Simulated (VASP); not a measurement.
Set up this calculation in VASP 6.6.1, as the native input.

| Property | Result |
| --- | --- |
| Task | single point |
| Functional | LDA |
| Potentials or basis | VASP PAW LDA potentials, release 64 (Li_sv, F) |
| Cutoff | 520 eV |
| k mesh | 9 × 9 × 6 |
| Occupations | gaussian, width 0.05 eV |
| Spin | no spin polarisation |
| Dipole correction | no |
| Further INCAR settings | ALGO = Normal; EDIFF = 1e-07; NBANDS = 18 |

The structure of LiF lies in POSCAR:

```
LiF
1.0
    2.9715350587      0.0000000000      0.0000000000
   -1.4857675293      2.5734248491      0.0000000000
    0.0000000000      0.0000000000      5.1544247128
Li F
2 2
Direct
    0.3333333333      0.6666666667      0.3839784076
    0.6666666667      0.3333333333      0.8839784076
    0.3333333333      0.6666666667      0.9910195924
    0.6666666667      0.3333333333      0.4910195924
```

These files were run (other wordings do the same):

INCAR

```
SYSTEM = LiF
ALGO = Normal
EDIFF = 1E-7
ENCUT = 520
GGA = CA
ISIF = 2
ISMEAR = 0
LASPH = .True.
LCHARG = .True.
LELF = .True.
LREAL = .False.
LVHAR = .True.
LWAVE = .False.
NBANDS = 18
NELM = 80
PREC = Accurate
SIGMA = 0.05
```

KPOINTS

```
k-points
0
Gamma
  9 9 6
  0 0 0
```

Potentials or basis: VASP PAW LDA potentials, release 64 (Li_sv, F).

Run with:

```console
$ cat potpaw_LDA.64/Li_sv/POTCAR potpaw_LDA.64/F/POTCAR > POTCAR
$ mpirun -np 1 vasp_std > vasp.out
```

It gave:

```
Largest force          : 0.285 eV/Å
Band gap on the k mesh : 7.59 eV
```

Caveat: an odd mesh through Γ misses points on the zone boundary, where band edges can lie.

Run time: 10 s on 1 thread of Intel(R) Xeon(R) 6975P-C (Granite Rapids), on a shared host, peak memory 0.14 GiB.
